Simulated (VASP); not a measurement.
# P (Fm-3m) in VASP: relaxation of cell and atoms with LDA

Aim: the relaxation of cell and atoms of P with LDA.

Everything below comes from runs of VASP 6.6.1. Logs are shortened: lines on timing, memory, paths and dates and some standing lists are left out, and cuts for length are marked.

### 1 The cell of the first run

The structure is cubic, space group Fm-3m (No. 225). Conventional cell: a = 3.880 Å, b = 3.880 Å, c = 3.880 Å, α = 90.00°, β = 90.00°, γ = 90.00°. P (site symmetry m-3m) has 12 P at 2.74 Å within 3.6 Å.

This isn't the form of P at room conditions, which is orthorhombic.

### 2 Relaxation of cell and atoms, LDA

Contents of INCAR:

```
SYSTEM = P
  ALGO = Normal
  EDIFF = 1E-7
  EDIFFG = -0.02
  ENCUT = 500
  GGA = CA
  GGA_COMPAT = .FALSE.
  IBRION = 2
  ISIF = 3
  ISMEAR = -1
  LASPH = .TRUE.
  LCHARG = .FALSE.
  LREAL = .FALSE.
  LWAVE = .FALSE.
  NELM = 120
  NELMIN = 4
  NSW = 80
  PREC = Accurate
  SIGMA = 0.05
```

Contents of KPOINTS:

```
k-points
0
G
  21 21 21
  0 0 0
```

Contents of POSCAR:

```
P
1.0
    0.0000000000      1.9400000000      1.9400000000
    1.9400000000      0.0000000000      1.9400000000
    1.9400000000      1.9400000000      0.0000000000
P
1
Direct
    0.0000000000      0.0000000000      0.0000000000
```

Potentials or basis: VASP PAW LDA potentials, release 64 (P).

On the command line:

```sh
$ cat potpaw_LDA.64/P/POTCAR > POTCAR
$ mpirun -np 1 vasp_std > vasp.out
```

OUTCAR:

```text
SYSTEM = P
   EDIFF = 1E-7
   EDIFFG = -0.02
   ENCUT = 500
   GGA = CA
   IBRION = 2
   ISIF = 3
   ISMEAR = -1
   LASPH = .TRUE.
   LREAL = .FALSE.
   NELM = 120
   NELMIN = 4
   NSW = 80
   PREC = Accurate

 ion  position               nearest neighbor table
   1  0.000  0.000  0.000-

  LATTYP: Found a face centered cubic cell.
 ALAT       =     3.8800000000

  Lattice vectors:

 A1 = (   0.0000000000,   1.9400000000,   1.9400000000)
 A2 = (   1.9400000000,   0.0000000000,   1.9400000000)
 A3 = (   1.9400000000,   1.9400000000,   0.0000000000)

Analysis of symmetry for initial positions (statically):
=====================================================================
 Subroutine PRICEL returns:
 Original cell was already a primitive cell.

 Routine SETGRP: Setting up the symmetry group for a
 face centered cubic supercell.

 Subroutine GETGRP returns: Found 48 space group operations
 (whereof 48 operations were pure point group operations)
 out of a pool of 48 trial point group operations.

The static configuration has the point symmetry O_h .

Analysis of symmetry for dynamics (positions and initial velocities):
=====================================================================
 Subroutine PRICEL returns:
 Original cell was already a primitive cell.

 Routine SETGRP: Setting up the symmetry group for a
 face centered cubic supercell.

 Subroutine GETGRP returns: Found 48 space group operations
 (whereof 48 operations were pure point group operations)
 out of a pool of 48 trial point group operations.

The dynamic configuration has the point symmetry O_h .

 Subroutine INISYM returns: Found 48 space group operations
 (whereof 48 operations are pure point group operations),
 and found     1 'primitive' translations

----------------------------------------------------------------------------------------

                                     Primitive cell

  volume of cell :      14.6028

  direct lattice vectors                    reciprocal lattice vectors
     0.000000000  1.940000000  1.940000000    -0.257731959  0.257731959  0.257731959
     1.940000000  0.000000000  1.940000000     0.257731959 -0.257731959  0.257731959
     1.940000000  1.940000000  0.000000000     0.257731959  0.257731959 -0.257731959

  length of vectors
     2.743574311  2.743574311  2.743574311     0.446404847  0.446404847  0.446404847

  position of ions in fractional coordinates (direct lattice)
     0.000000000  0.000000000  0.000000000

  ion indices of the primitive-cell ions
   primitive index   ion index
                 1           1

----------------------------------------------------------------------------------------

 KPOINTS: k-points

Automatic generation of k-mesh.
 Grid dimensions read from file:
 generate k-points for:   21   21   21

 Generating k-lattice:

  Cartesian coordinates                     Fractional coordinates (reciprocal lattice)
    -0.012272950  0.012272950  0.012272950     0.047619048  0.000000000  0.000000000
     0.012272950 -0.012272950  0.012272950     0.000000000  0.047619048  0.000000000
     0.012272950  0.012272950 -0.012272950     0.000000000  0.000000000  0.047619048

  Length of vectors
     0.021257374  0.021257374  0.021257374

  Shift w.r.t. Gamma in fractional coordinates (k-lattice)
     0.000000000  0.000000000  0.000000000

 Subroutine IBZKPT returns following result:
 ===========================================

 Found    286 irreducible k-points:

 Following reciprocal coordinates:
            Coordinates               Weight
  0.000000  0.000000  0.000000      1.000000
  0.047619  0.000000  0.000000      8.000000
  0.095238  0.000000  0.000000      8.000000
  0.142857  0.000000  0.000000      8.000000
  0.190476  0.000000  0.000000      8.000000
  0.238095  0.000000  0.000000      8.000000
[... 16 lines left out ...]
 -0.428571  0.047619  0.000000     24.000000
 -0.380952  0.047619  0.000000     24.000000
 [... further k-points ...]
   k-points           NKPTS =    286   k-points in BZ     NKDIM =    286   number of bands    NBANDS=      6
   number of dos      NEDOS =    301   number of ions     NIONS =      1
   total plane-waves  NPLWV =   8000
   dimension x,y,z NGX =    20 NGY =   20 NGZ =   20
   dimension x,y,z NGXF=    40 NGYF=   40 NGZF=   40
   ions per type =               1
   NGX,Y,Z   is equivalent  to a cutoff of  12.12, 12.12, 12.12 a.u.
   NGXF,Y,Z  is equivalent  to a cutoff of  24.24, 24.24, 24.24 a.u.
 SYSTEM =  P
   PREC   = accura    normal or accurate (medium, high low for compatibility)
   ISTART =      0    job   : 0-new  1-cont  2-samecut
   ICHARG =      2    charge: 1-file 2-atom 10-const
   ISPIN  =      1    spin polarized calculation?
   LNONCOLLINEAR =      F non collinear calculations
   LSORBIT =      F    spin-orbit coupling
   LASPH  =      T    aspherical Exc in radial PAW
   ENCUT  =  500.0 eV  36.75 Ry    6.06 a.u.   5.00  5.00  5.00*2*pi/ulx,y,z
   NELM   =    120;   NELMIN=  4; NELMDL= -5     # of ELM steps
   EDIFF  = 0.1E-06   stopping-criterion for ELM
   LREAL  =      F    real-space projection
   EDIFFG = -.2E-01   stopping-criterion for IOM
   NSW    =     80    number of steps for IOM
   IBRION =      2    ionic relax: 0-MD 1-quasi-New 2-CG
   NFREE  =      1    steps in history (QN), initial steepest desc. (CG)
   ISIF   =      3    stress and relaxation
   ISYM   =      2    0-nonsym 1-usesym 2-fastsym
   POTIM  = 0.5000    time-step for ionic-motion
   TEBEG  =    0.0;   TEEND  =   0.0 temperature during run
   PSTRESS=    0.0 pullay stress
   NELECT =       5.0000    total number of electrons
   NUPDOWN=      -1.0000    fix difference up-down
   EMIN   =  10.00;   EMAX   =-10.00  energy-range for DOS
   EFERMI =   0.00;   METHOD = LEGACY
   ISMEAR =    -1;   SIGMA  =   0.05  broadening in eV -4-tet -1-fermi 0-gaus
   EFERMI_NEDOS =   21; number of points for ismear=-14 and -15
   IALGO  =     38    algorithm
   IMIX   =      4    mixing-type and parameters
     AMIX     =   0.40;   BMIX     =  1.00
     AMIX_MAG =   1.60;   BMIX_MAG =  1.00
  volume/ion in A,a.u.               =      14.60        98.54
  Fermi-wavevector in a.u.,A,eV,Ry     =   1.145301  2.164306 17.846968  1.311715
  Thomas-Fermi vector in A             =   2.281990
   LORBIT       =      0    0 simple, 1 ext, 2 COOP (PROOUT), +10 PAW based schemes
   GGA     = CA    functional components
   LHFCALC =     F    Hartree Fock is set to
   AEXX    =    0.0000 exact exchange contribution
   IVDW    =     0    specifies the selected vdW correction
   LEPSILON=     F    determine dielectric tensor
   LRPA    =     F    only Hartree local field effects (RPA)
 conjugate gradient relaxation of ions
 non-spin polarized calculation
  energy-cutoff  :      500.00
  volume of cell :       14.60
 maximum number of plane-waves:       380
   NGX =  9   NGY =  9   NGZ =  9

--------------------------------------- Ionic step        1  -------------------------------------------

 number of electron       5.0000000 magnetization

 Free energy of the ion-electron system (eV)
  ---------------------------------------------------
  ext. energy  EPLUGINS =         0.00000000
  ---------------------------------------------------
  free energy    TOTEN  =        -5.29540514 eV

  energy without entropy =       -5.29094368  energy(sigma->0) =       -5.29317441

 E-fermi :   9.6691     XC(G=0): -11.5306

 val. band max:        9.6533325743   @ k =   0.4286   0.3333   0.0476
 cond. band min:       9.6694155366   @ k =  -0.1905   0.1905   0.0000
 fundamental gap:      0.0160829623
 Fermi energy:         9.6691284692

 k-point     1 :       0.0000    0.0000    0.0000
  band No.  band energies     occupation
      1      -6.5674      2.00000
      2      16.3282      0.00000
      3      16.3282      0.00000
      4      16.3282      0.00000
      5      21.1132      0.00000
      6      21.1132      0.00000

 k-point     2 :       0.0476    0.0000    0.0000
  band No.  band energies     occupation
      1      -6.5043      2.00000
      2      15.7906      0.00000
      3      16.2344      0.00000
      4      16.2344      0.00000
      5      21.1621      0.00000
      6      21.2725      0.00000
[... 255 lines left out ...]
 POSITION                                       TOTAL-FORCE (eV/Angst)
 -----------------------------------------------------------------------------------
      0.00000      0.00000      0.00000         0.000000     -0.000000     -0.000000
 -----------------------------------------------------------------------------------
    total drift:                                0.000000      0.000000     -0.000000

  FREE ENERGIE OF THE ION-ELECTRON SYSTEM (eV)
  ---------------------------------------------------
  free  energy   TOTEN  =        -5.3058584144 eV

  energy  without entropy=       -5.3014360760  energy(sigma->0) =       -5.30364725

--------------------------------------- Ionic step        3  -------------------------------------------

 number of electron       4.9999999 magnetization

 Free energy of the ion-electron system (eV)
  ---------------------------------------------------
  ext. energy  EPLUGINS =         0.00000000
  ---------------------------------------------------
  free energy    TOTEN  =        -5.30684777 eV

  energy without entropy =       -5.30243157  energy(sigma->0) =       -5.30463967

 E-fermi :  10.4057     XC(G=0): -11.7487

 val. band max:       10.3969561798   @ k =  -0.3810   0.2381   0.0952
 cond. band min:      10.4078139860   @ k =  -0.1905   0.1429   0.0000
 fundamental gap:      0.0108578061
 Fermi energy:        10.4056555680

 k-point     1 :       0.0000    0.0000    0.0000
  band No.  band energies     occupation
      1      -6.3579      2.00000
      2      17.5396      0.00000
      3      17.5396      0.00000
      4      17.5396      0.00000
      5      21.9645      0.00000
      6      21.9645      0.00000

 k-point     2 :       0.0476    0.0000    0.0000
  band No.  band energies     occupation
      1      -6.2923      2.00000
      2      16.9403      0.00000
      3      17.4305      0.00000
      4      17.4305      0.00000
      5      22.0564      0.00000
      6      22.1426      0.00000
[... 220 lines left out ...]
 POSITION                                       TOTAL-FORCE (eV/Angst)
 -----------------------------------------------------------------------------------
      0.00000      0.00000      0.00000         0.000000     -0.000000      0.000000
 -----------------------------------------------------------------------------------
    total drift:                                0.000000      0.000000     -0.000000

  FREE ENERGIE OF THE ION-ELECTRON SYSTEM (eV)
  ---------------------------------------------------
  free  energy   TOTEN  =        -5.3068477659 eV

  energy  without entropy=       -5.3024315728  energy(sigma->0) =       -5.30463967

 reached required accuracy - stopping structural energy minimisation
```

Wall time 20 s (1 thread of Intel Xeon Platinum 8375C at 2.90GHz (Ice Lake), shared host); peak memory 0.13 GiB.

Results:

| Property | Result |
| --- | --- |
| Free energy | -5.3068 eV |
| Relaxed volume | 13.88 Å³/atom |
| Relaxed cell | a = 2.698 Å, b = 2.698 Å, c = 2.698 Å, α = 60.00°, β = 60.00°, γ = 60.00° |
| Space group after relaxing (to 0.1 Å) | Fm-3m (No. 225) |
| Energy gained by relaxing | 11.4 meV/atom |
| Ionic steps | 3 |
| Pressure after relaxing | 0.0 GPa |
| Band gap on the k mesh | zero (an odd number of electrons rules out a gap without spin polarisation) |

Step by step:
| step | energy change (eV) | largest force (eV/Å) | pressure (GPa) | volume (Å³) |
| --- | --- | --- | --- | --- |
| 1 | 0.0000 | 0.0000 | -4.91 | 14.60 |
| 2 | -0.0105 | 0.0000 | 1.57 | 13.68 |
| 3 | -0.0114 | 0.0000 | 0.01 | 13.88 |

Final structure:
```
P
1.0
     0.00000    1.90743    1.90743
     1.90743    0.00000    1.90743
     1.90743    1.90743    0.00000
P
1
Direct
  0.00000 0.00000 0.00000
```
